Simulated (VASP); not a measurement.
Here is a VASP 6.6.1 calculation.

The input POSCAR:

```
CdS
1.0
    0.0000000000      2.7537760889      2.7537760889
    2.7537760889      0.0000000000      2.7537760889
    2.7537760889      2.7537760889      0.0000000000
Cd S
1 1
Direct
    0.0000000000      0.0000000000      0.0000000000
    0.5000000000      0.5000000000      0.5000000000
```

The input INCAR.step1:

```
SYSTEM = CdS
ALGO = Normal
EDIFF = 1E-5
ENCUT = 700
GGA = PE
GGA_COMPAT = .FALSE.
ISMEAR = 0
LASPH = .TRUE.
LCHARG = .FALSE.
LREAL = .FALSE.
LWAVE = .TRUE.
NBANDS = 20
NELM = 120
PREC = Accurate
SIGMA = 0.01
```

The input INCAR.step2:

```
SYSTEM = CdS
ALGO = Normal
EDIFF = 1E-6
ENCUT = 700
GGA_COMPAT = .FALSE.
ISIF = 2
ISMEAR = 0
ISTART = 1
LASPH = .TRUE.
LCHARG = .TRUE.
LELF = .TRUE.
LMIXTAU = .TRUE.
LREAL = .FALSE.
LVHAR = .TRUE.
LWAVE = .FALSE.
METAGGA = R2SCAN
NBANDS = 20
NELM = 120
PREC = Accurate
SIGMA = 0.01
```

Contents of KPOINTS:

```
k-points
0
G
  6 6 6
  0 0 0
```

Potentials or basis: VASP PAW PBE potentials, release 64 (Cd_sv_GW, S).

The run is started by

```bash
$ cat potpaw_PBE.64/Cd_sv_GW/POTCAR potpaw_PBE.64/S/POTCAR > POTCAR
$ cp INCAR.step1 INCAR
$ mpirun -np 1 vasp_std > vasp.out
$ cp INCAR.step2 INCAR
$ mpirun -np 1 vasp_std > vasp.out
```

What does it give for the band gap on the k mesh?

0.75 eV (least direct gap 2.17 eV).

What does it give for the pressure?

-2.3 GPa.

Caveat: the structure was generated, so it needn't be the stable form of CdS; semilocal functionals underestimate gaps, and a narrow one can read as zero; the PAW data sets were made with another functional, which shifts forces and pressure a little. A k mesh can miss the band edges.
